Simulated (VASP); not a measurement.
# NaCl (Pm-3m) in VASP: further runs

The runs below take NaCl through single point, relaxation of cell and atoms, with PBE, PBE+D3(BJ), PBE+D4.

Program: VASP 6.6.1. These are calculated values, not measurements. Logs are shortened: lines on timing, memory, paths and dates and some standing lists are left out, and cuts for length are marked.

## 1. The cell of the first run

Symmetry: Pm-3m, No. 221, cubic system. The conventional cell has a = 3.502 Å, b = 3.502 Å, c = 3.502 Å, α = 90.00°, β = 90.00°, γ = 90.00°. Within 4.0 Å of Cl (site symmetry m-3m) lie 8 Na at 3.03 Å and 6 Cl at 3.50 Å. Na (site symmetry m-3m) has 8 Cl at 3.03 Å and 6 Na at 3.50 Å within 4.0 Å.

## 2. Single point, PBE

Contents of INCAR:

```
SYSTEM = NaCl
PREC     = Accurate       ! precision mode
ENCUT    = 520            ! plane-wave cutoff, eV
EDIFF    = 1E-6           ! SCF threshold, eV
ISMEAR   = 0              ! smearing method
SIGMA    = 0.027000000000000003 ! smearing width, eV
LREAL    = .FALSE.        ! projectors in reciprocal space
LASPH    = .TRUE.         ! aspherical terms in the spheres
NELM     = 60             ! most SCF steps
ALGO     = Normal         ! electronic algorithm
ISIF     = 2              ! what is computed and relaxed
LWAVE    = .FALSE.        ! write WAVECAR
LCHARG   = .FALSE.        ! write CHGCAR
GGA      = PE             ! functional
NBANDS   = 14             ! bands
```

Contents of KPOINTS:

```
regular mesh
0
G
  8 8 8
  0 0 0
```

Contents of POSCAR:

```
NaCl
1.0
    3.5021900000      0.0000000000      0.0000000000
    0.0000000000      3.5021900000      0.0000000000
    0.0000000000      0.0000000000      3.5021900000
Cl Na
1 1
Direct
    0.5000000000      0.5000000000      0.5000000000
    0.0000000000      0.0000000000      0.0000000000
```

Potentials or basis: VASP PAW PBE potentials, release 64 (Cl, Na_pv).

Command:

```sh
> cat potpaw_PBE.64/Cl/POTCAR potpaw_PBE.64/Na_pv/POTCAR > POTCAR
> mpirun -np 1 vasp_std > vasp.out
```

OUTCAR:

```text
SYSTEM = NaCl
   PREC = Accurate
   ENCUT = 520
   EDIFF = 1E-6
   ISMEAR = 0
   LREAL = .FALSE.
   LASPH = .TRUE.
   NELM = 60
   ISIF = 2
   GGA = PE

 ion  position               nearest neighbor table
   1  0.500  0.500  0.500-
   2  0.000  0.000  0.000-

  LATTYP: Found a simple cubic cell.
 ALAT       =     3.5021900000

  Lattice vectors:

 A1 = (   3.5021900000,   0.0000000000,   0.0000000000)
 A2 = (   0.0000000000,   3.5021900000,   0.0000000000)
 A3 = (   0.0000000000,   0.0000000000,   3.5021900000)

Analysis of symmetry for initial positions (statically):
=====================================================================
 Subroutine PRICEL returns:
 Original cell was already a primitive cell.

 Routine SETGRP: Setting up the symmetry group for a
 simple cubic supercell.

 Subroutine GETGRP returns: Found 48 space group operations
 (whereof 48 operations were pure point group operations)
 out of a pool of 48 trial point group operations.

The static configuration has the point symmetry O_h .

Analysis of symmetry for dynamics (positions and initial velocities):
=====================================================================
 Subroutine PRICEL returns:
 Original cell was already a primitive cell.

 Routine SETGRP: Setting up the symmetry group for a
 simple cubic supercell.

 Subroutine GETGRP returns: Found 48 space group operations
 (whereof 48 operations were pure point group operations)
 out of a pool of 48 trial point group operations.

The dynamic configuration has the point symmetry O_h .

 Subroutine INISYM returns: Found 48 space group operations
 (whereof 48 operations are pure point group operations),
 and found     1 'primitive' translations

----------------------------------------------------------------------------------------

                                     Primitive cell

  volume of cell :      42.9555

  direct lattice vectors                    reciprocal lattice vectors
     3.502190000  0.000000000  0.000000000     0.285535622  0.000000000  0.000000000
     0.000000000  3.502190000  0.000000000     0.000000000  0.285535622  0.000000000
     0.000000000  0.000000000  3.502190000     0.000000000  0.000000000  0.285535622

  length of vectors
     3.502190000  3.502190000  3.502190000     0.285535622  0.285535622  0.285535622

  position of ions in fractional coordinates (direct lattice)
     0.500000000  0.500000000  0.500000000
     0.000000000  0.000000000  0.000000000

  ion indices of the primitive-cell ions
   primitive index   ion index
                 1           1
                 2           2

----------------------------------------------------------------------------------------

 KPOINTS: regular mesh

Automatic generation of k-mesh.
 Grid dimensions read from file:
 generate k-points for:    8    8    8

 Generating k-lattice:

  Cartesian coordinates                     Fractional coordinates (reciprocal lattice)
     0.035691953  0.000000000  0.000000000     0.125000000  0.000000000  0.000000000
     0.000000000  0.035691953  0.000000000     0.000000000  0.125000000  0.000000000
     0.000000000  0.000000000  0.035691953     0.000000000  0.000000000  0.125000000

  Length of vectors
     0.035691953  0.035691953  0.035691953

  Shift w.r.t. Gamma in fractional coordinates (k-lattice)
     0.000000000  0.000000000  0.000000000

 Subroutine IBZKPT returns following result:
 ===========================================

 Found     35 irreducible k-points:

 Following reciprocal coordinates:
            Coordinates               Weight
  0.000000  0.000000  0.000000      1.000000
  0.125000  0.000000  0.000000      6.000000
  0.250000  0.000000  0.000000      6.000000
  0.375000  0.000000  0.000000      6.000000
  0.500000  0.000000  0.000000      3.000000
  0.125000  0.125000  0.000000     12.000000
[... 16 lines left out ...]
  0.375000  0.375000  0.125000     24.000000
  0.500000  0.375000  0.125000     24.000000
 [... further k-points ...]
   k-points           NKPTS =     35   k-points in BZ     NKDIM =     35   number of bands    NBANDS=     14
   number of dos      NEDOS =    301   number of ions     NIONS =      2
   total plane-waves  NPLWV =  21952
   dimension x,y,z NGX =    28 NGY =   28 NGZ =   28
   dimension x,y,z NGXF=    56 NGYF=   56 NGZF=   56
   ions per type =               1   1
   NGX,Y,Z   is equivalent  to a cutoff of  13.29, 13.29, 13.29 a.u.
   NGXF,Y,Z  is equivalent  to a cutoff of  26.58, 26.58, 26.58 a.u.
 SYSTEM =  NaCl
   PREC   = accura    normal or accurate (medium, high low for compatibility)
   ISTART =      0    job   : 0-new  1-cont  2-samecut
   ICHARG =      2    charge: 1-file 2-atom 10-const
   ISPIN  =      1    spin polarized calculation?
   LNONCOLLINEAR =      F non collinear calculations
   LSORBIT =      F    spin-orbit coupling
   LASPH  =      T    aspherical Exc in radial PAW
   ENCUT  =  520.0 eV  38.22 Ry    6.18 a.u.   6.51  6.51  6.51*2*pi/ulx,y,z
   NELM   =     60;   NELMIN=  2; NELMDL= -5     # of ELM steps
   EDIFF  = 0.1E-05   stopping-criterion for ELM
   LREAL  =      F    real-space projection
   EDIFFG = 0.1E-04   stopping-criterion for IOM
   NSW    =      0    number of steps for IOM
   IBRION =     -1    ionic relax: 0-MD 1-quasi-New 2-CG
   NFREE  =      0    steps in history (QN), initial steepest desc. (CG)
   ISIF   =      2    stress and relaxation
   ISYM   =      2    0-nonsym 1-usesym 2-fastsym
   POTIM  = 0.5000    time-step for ionic-motion
   TEBEG  =    0.0;   TEEND  =   0.0 temperature during run
   PSTRESS=    0.0 pullay stress
   NELECT =      14.0000    total number of electrons
   NUPDOWN=      -1.0000    fix difference up-down
   EMIN   =  10.00;   EMAX   =-10.00  energy-range for DOS
   EFERMI =   0.00;   METHOD = LEGACY
   ISMEAR =     0;   SIGMA  =   0.03  broadening in eV -4-tet -1-fermi 0-gaus
   EFERMI_NEDOS =   21; number of points for ismear=-14 and -15
   IALGO  =     38    algorithm
   IMIX   =      4    mixing-type and parameters
     AMIX     =   0.40;   BMIX     =  1.00
     AMIX_MAG =   1.60;   BMIX_MAG =  1.00
  volume/ion in A,a.u.               =      21.48       144.94
  Fermi-wavevector in a.u.,A,eV,Ry     =   1.126621  2.129005 17.269530  1.269275
  Thomas-Fermi vector in A             =   2.263304
   LORBIT       =      0    0 simple, 1 ext, 2 COOP (PROOUT), +10 PAW based schemes
   GGA     = PE    functional components
   LHFCALC =     F    Hartree Fock is set to
   AEXX    =    0.0000 exact exchange contribution
   IVDW    =     0    specifies the selected vdW correction
   LEPSILON=     F    determine dielectric tensor
   LRPA    =     F    only Hartree local field effects (RPA)
 non-spin polarized calculation
 Gauss-broadening in eV      SIGMA  =   0.03
  energy-cutoff  :      520.00
  volume of cell :       42.96
 maximum number of plane-waves:      1189
 NGX is ok and might be reduce to    28
   NGX = 13   NGY = 13   NGZ = 13

 number of electron      13.9999982 magnetization

 Free energy of the ion-electron system (eV)
  ---------------------------------------------------
  ext. energy  EPLUGINS =         0.00000000
  ---------------------------------------------------
  free energy    TOTEN  =        -6.46871703 eV

  energy without entropy =       -6.46871703  energy(sigma->0) =       -6.46871703

 E-fermi :   0.5879     XC(G=0):  -8.4327

 val. band max:        0.4243869738   @ k =   0.5000   0.5000   0.0000
 cond. band min:       4.4030766853   @ k =   0.0000   0.0000   0.0000
 fundamental gap:      3.9786897115
 Fermi energy:         0.5878761931

 k-point     1 :       0.0000    0.0000    0.0000
  band No.  band energies     occupation
      1     -21.6491      2.00000
      2     -21.6491      2.00000
      3     -21.6491      2.00000
      4     -12.9521      2.00000
      5      -0.0662      2.00000
      6      -0.0662      2.00000
      7      -0.0662      2.00000
      8       4.4031      0.00000
      9       9.0040      0.00000
     10       9.0040      0.00000
     11      16.1129      0.00000
     12      16.1131      0.00000
     13      16.1136      0.00000
     14      16.3376      0.00000

 k-point     2 :       0.1250    0.0000    0.0000
  band No.  band energies     occupation
      1     -21.6550      2.00000
      2     -21.6485      2.00000
      3     -21.6485      2.00000
      4     -12.9031      2.00000
      5      -0.5566      2.00000
      6      -0.0335      2.00000
      7      -0.0335      2.00000
      8       4.8504      0.00000
      9       9.1750      0.00000
     10       9.3336      0.00000
     11      14.7621      0.00000
     12      14.7621      0.00000
     13      15.6872      0.00000
     14      16.4557      0.00000

 k-point     3 :       0.2500    0.0000    0.0000
  band No.  band energies     occupation
      1     -21.6694      2.00000
      2     -21.6473      2.00000
      3     -21.6473      2.00000
      4     -12.7805      2.00000
      5      -1.4876      2.00000
      6       0.0478      2.00000
      7       0.0478      2.00000
      8       5.7581      0.00000
      9       9.6739      0.00000
     10       9.8061      0.00000
     11      13.4573      0.00000
     12      13.4573      0.00000
     13      15.5208      0.00000
     14      16.0998      0.00000
[... 324 lines left out ...]
 k-point    23 :       0.3750    0.3750    0.1250
  band No.  band energies     occupation
      1     -21.6767      2.00000
      2     -21.6755      2.00000
      3     -21.6482      2.00000
      4     -12.3762      2.00000
      5      -1.7063      2.00000
      6      -1.5751      2.00000
      7       0.0081      2.00000
      8       6.8091      0.00000
      9       9.4189      0.00000
     10      10.4428      0.00000
     11      11.6472      0.00000
     12      13.7117      0.00000
     13      13.9398      0.00000
     14      17.2618      0.00000

 k-point    24 :       0.5000    0.3750    0.1250
  band No.  band energies     occupation
      1     -21.6813      2.00000
      2     -21.6750      2.00000
      3     -21.6476      2.00000
      4     -12.3328      2.00000
      5      -1.8879      2.00000
      6      -1.5394      2.00000
      7       0.0540      2.00000
      8       6.5045      0.00000
      9       9.8359      0.00000
     10      10.1830      0.00000
     11      11.5204      0.00000
     12      13.9635      0.00000
     13      13.9803      0.00000
     14      16.8119      0.00000

 [... further k-points ...]

------------------------ aborting loop because EDIFF is reached ----------------------------------------

  FORCE on cell =-STRESS in cart. coord.  units (eV):
  Direction    XX          YY          ZZ          XY          YZ          ZX
  --------------------------------------------------------------------------------------
  -------------------------------------------------------------------------------------
  Total        0.0151079      0.0151079      0.0151079      0.0000000      0.0000000      0.0000000
  in kB        0.5635029      0.5635029      0.5635029      0.0000000      0.0000000      0.0000000
  external PRESSURE =       0.5635029 kB  Pullay stress =       0.0000000 kB

 VOLUME and BASIS-vectors are now :
 -----------------------------------------------------------------------------
  energy-cutoff  :      520.00
  volume of cell :       42.96
      direct lattice vectors                 reciprocal lattice vectors
     3.502190000  0.000000000  0.000000000     0.285535622  0.000000000  0.000000000
     0.000000000  3.502190000  0.000000000     0.000000000  0.285535622  0.000000000
     0.000000000  0.000000000  3.502190000     0.000000000  0.000000000  0.285535622

 POSITION                                       TOTAL-FORCE (eV/Angst)
 -----------------------------------------------------------------------------------
      1.75110      1.75110      1.75110         0.000000      0.000000      0.000000
      0.00000      0.00000      0.00000         0.000000      0.000000      0.000000
 -----------------------------------------------------------------------------------
    total drift:                                0.000000      0.000000      0.000000

  FREE ENERGIE OF THE ION-ELECTRON SYSTEM (eV)
  ---------------------------------------------------
  free  energy   TOTEN  =        -6.4687170336 eV

  energy  without entropy=       -6.4687170336  energy(sigma->0) =       -6.46871703
```

Wall time 31 s (1 thread of AMD EPYC, shared host); peak memory 0.12 GiB.

What came out:

* Free energy: -6.4687 eV
* Pressure: 0.1 GPa
* Band gap on the k mesh: 3.98 eV (least direct gap 4.47 eV)

Levels at points of the mesh, in eV from the valence-band top:
```csv
k point,band 5,band 6,band 7,band 8,band 9,band 10
"(0.00, 0.00, 0.00)",-0.49,-0.49,-0.49,3.98,8.58,8.58
"(0.50, 0.00, 0.00)",-2.94,-0.26,-0.26,6.92,8.56,10.51
"(0.50, 0.50, 0.00)",-2.26,-2.26,0.00,5.54,9.88,11.03
"(0.50, 0.50, 0.50)",-1.84,-1.84,-1.84,7.12,7.12,7.12
```

## 3. Relaxation of cell and atoms, PBE+D3(BJ)

Contents of INCAR:

```
ALGO = Normal
EDIFF = 1E-6
EDIFFG = -0.01
ENCUT = 600
GGA = PE
IBRION = 2
ISIF = 3
ISMEAR = -1
IVDW = 12
LASPH = T
LCHARG = F
LREAL = F
LWAVE = F
NELM = 100
NSW = 60
PREC = Accurate
SIGMA = 0.05
```

Contents of KPOINTS:

```
k-points
0
Gamma
  8 8 8
```

POSCAR is that of step 2.

Potentials or basis: VASP PAW PBE potentials, release 64 (Cl, Na_pv).

Command:

```sh
> cat potpaw_PBE.64/Cl/POTCAR potpaw_PBE.64/Na_pv/POTCAR > POTCAR
> mpirun -np 1 vasp_std > vasp.out
```

OUTCAR:

```text
EDIFF = 1E-6
   EDIFFG = -0.01
   ENCUT = 600
   GGA = PE
   IBRION = 2
   ISIF = 3
   ISMEAR = -1
   IVDW = 12
   LASPH = T
   LREAL = F
   NELM = 100
   NSW = 60
   PREC = Accurate
 IVDW          = 12

 ion  position               nearest neighbor table
   1  0.500  0.500  0.500-
   2  0.000  0.000  0.000-

  LATTYP: Found a simple cubic cell.
 ALAT       =     3.5021900000

  Lattice vectors:

 A1 = (   3.5021900000,   0.0000000000,   0.0000000000)
 A2 = (   0.0000000000,   3.5021900000,   0.0000000000)
 A3 = (   0.0000000000,   0.0000000000,   3.5021900000)

Analysis of symmetry for initial positions (statically):
=====================================================================
 Subroutine PRICEL returns:
 Original cell was already a primitive cell.

 Routine SETGRP: Setting up the symmetry group for a
 simple cubic supercell.

[... 292 lines left out ...]
  ---------------------------------------------------
  free energy    TOTEN  =        -6.45460161 eV

  energy without entropy =       -6.45460161  energy(sigma->0) =       -6.45460161

 E-fermi :   1.9347     XC(G=0):  -8.6900

 val. band max:        0.8485568147   @ k =   0.5000   0.5000   0.0000
 cond. band min:       5.0339787774   @ k =   0.0000   0.0000   0.0000
 fundamental gap:      4.1854219627
 Fermi energy:         1.9346600833

 k-point     1 :       0.0000    0.0000    0.0000
  band No.  band energies     occupation
      1     -21.1723      2.00000
      2     -21.1723      2.00000
      3     -21.1723      2.00000
      4     -12.7409      2.00000
      5       0.3081      2.00000
      6       0.3081      2.00000
      7       0.3081      2.00000
      8       5.0340      0.00000
      9       9.3593      0.00000
     10       9.3593      0.00000
     11      16.9700      0.00000
[... 309 lines left out ...]
 k-point    24 :       0.5000    0.3750    0.1250
  band No.  band energies     occupation
      1     -21.2124      2.00000
      2     -21.2044      2.00000
      3     -21.1704      2.00000
      4     -12.0212      2.00000
      5      -1.6830      2.00000
      6      -1.3037      2.00000
      7       0.4375      2.00000
      8       6.9557      0.00000
      9      10.4942      0.00000
     10      10.7890      0.00000
     11      12.0970      0.00000

 [... further k-points ...]

------------------------ aborting loop because EDIFF is reached ----------------------------------------

 Edisp (eV)   -0.47744

 E8    (eV) :    -0.1996
[... 25 lines left out ...]
  FREE ENERGIE OF THE ION-ELECTRON SYSTEM (eV)
  ---------------------------------------------------
  free  energy   TOTEN  =        -6.9320377871 eV

  energy  without entropy=       -6.9320377871  energy(sigma->0) =       -6.93203779

 reached required accuracy - stopping structural energy minimisation
```

CONTCAR:

```text
NaCl
   1.00000000000000
     3.4340591469984192   -0.0000000000000000    0.0000000000000000
     0.0000000000000000    3.4340591469984192    0.0000000000000000
    -0.0000000000000000   -0.0000000000000000    3.4340591469984192
  Cl              Na
     1     1
Direct
     0.5000000000000000    0.5000000000000000    0.5000000000000000
     0.0000000000000000    0.0000000000000000    0.0000000000000000

  0.00000000E+00  0.00000000E+00  0.00000000E+00
  0.00000000E+00  0.00000000E+00  0.00000000E+00
```

It took 61 s on 1 thread of AMD EPYC, shared host; peak memory 0.14 GiB.

Results:

```yaml
Free_energy: -6.9320 eV
Relaxed_volume: 20.25 Å³/atom
Relaxed_cell: a = 3.434 Å, b = 3.434 Å, c = 3.434 Å, α = 90.00°, β = 90.00°, γ = 90.00°
Space_group_after_relaxing_to_0.1_Å: Pm-3m (No. 221)
Energy_gained_by_relaxing: 6.4 meV/atom
Ionic_steps: 4
Pressure_after_relaxing: 0.0 GPa
Band_gap_on_the_k_mesh: 4.19 eV (least direct gap 4.73 eV)
Dispersion_energy_per_atom: -0.239 eV
```

Step by step:
```tsv
step	energy change (eV)	largest force (eV/Å)	pressure (GPa)	volume (Å³)
1	0.0000	0.0000	-1.56	42.96
2	-0.0097	0.0000	-0.81	41.67
3	-0.0127	0.0000	-0.11	40.65
4	-0.0128	0.0000	0.01	40.50
```

Final structure:
```xyz
2
Lattice="3.4341 0.0000 0.0000 0.0000 3.4341 0.0000 0.0000 0.0000 3.4341" Properties=species:S:1:pos:R:3 pbc="T T T"
Cl    1.7170    1.7170    1.7170
Na    0.0000    0.0000    0.0000
```

(Part 1 of 2 ends here.)
